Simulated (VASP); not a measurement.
Al (a cell with a defect): single point with PBE

The system is Al (a cell with a defect).

```
Al
1.0
     8.10000    0.00000    0.00000
     0.00000    8.10000    0.00000
     0.00000    0.00000    8.10000
Al
33
Direct
  0.49699 0.98684 0.00459
  0.75004 0.24314 0.00324
  0.74999 0.00543 0.25165
  0.00302 0.98684 0.00461
  0.24996 0.24753 0.00717
  0.48947 0.50035 0.01056
  0.74999 0.74239 0.99606
  0.24999 0.00829 0.25368
  0.50986 0.23515 0.25300
  0.74999 0.48190 0.24903
  0.50688 0.98969 0.50676
  0.75004 0.24044 0.50901
  0.75004 0.99690 0.75771
  0.01051 0.50037 0.01053
  0.25007 0.73632 0.90382
  0.99017 0.23517 0.25301
  0.24986 0.69830 0.19653
  0.54572 0.74884 0.26173
  0.99319 0.98970 0.50671
  0.25006 0.20687 0.51924
  0.51014 0.48794 0.50538
  0.75002 0.73838 0.51244
  0.24996 0.01043 0.76231
  0.50466 0.24262 0.75988
  0.75004 0.48701 0.76314
  0.95411 0.74885 0.26170
  0.98991 0.48797 0.50533
  0.25001 0.74508 0.52283
  0.99537 0.24264 0.75987
  0.24998 0.46682 0.73231
  0.51979 0.74022 0.74348
  0.98029 0.74024 0.74348
  0.25003 0.42051 0.29846
```

```yaml
Program: VASP 6.6.1
Task: single point
Functional: PBE
Potentials_or_basis: VASP PAW PBE potentials, release 64 (Al)
Cutoff: 520 eV
k_mesh: 3 × 3 × 3
Occupations: fermi-dirac, width 0.1 eV
Spin: no spin polarisation
Dipole_correction: no
Further_INCAR_settings: LREAL = Auto; ALGO = Normal; EDIFF = 1e-07; NBANDS = 72
```

The pressure is 4.9 GPa, the largest force is 0.282 eV/Å and the band gap on the k mesh is zero (an odd number of electrons rules out a gap without spin polarisation).

Forces on the atoms (eV/Å):
```
Al  -0.020 -0.031  0.003
Al  -0.001 -0.009 -0.004
Al   0.000 -0.011  0.011
Al   0.020 -0.033  0.003
Al   0.002 -0.046 -0.063
Al  -0.035 -0.011  0.029
Al  -0.001 -0.015 -0.001
Al   0.001  0.118  0.087
Al   0.040 -0.019 -0.016
Al  -0.001 -0.035  0.010
Al  -0.037  0.011  0.015
Al   0.000  0.007  0.010
Al   0.000 -0.001  0.006
Al   0.035 -0.011  0.028
Al  -0.001 -0.031 -0.021
Al  -0.041 -0.019 -0.015
Al   0.002  0.198  0.025
Al   0.040 -0.013  0.026
Al   0.036  0.011  0.016
Al   0.000  0.176  0.055
Al  -0.064 -0.032 -0.015
Al   0.000 -0.018  0.030
Al   0.001 -0.028 -0.054
Al  -0.001 -0.004  0.025
Al  -0.001 -0.018 -0.006
Al  -0.040 -0.013  0.027
Al   0.063 -0.032 -0.014
Al   0.001 -0.045  0.029
Al   0.001 -0.004  0.024
Al   0.001 -0.010  0.010
Al   0.001 -0.016  0.010
Al  -0.002 -0.016  0.011
Al   0.001 -0.002 -0.282
```

Stress tensor (GPa, compression positive):
```
 4.79  0.00  0.00
 0.00  4.95 -0.80
 0.00 -0.80  5.03
```

Levels at points of the mesh, in eV from the Fermi level:
```
           k point  band 47  band 48  band 49  band 50  band 51  band 52
(0.00, 0.00, 0.00)    -0.39    -0.19     0.09     0.13     0.20     0.28
```

Run time: 5.4 min on 1 thread of AMD EPYC 9R45 96-Core Processor (Zen 5) (shared host), peak memory 0.61 GiB.
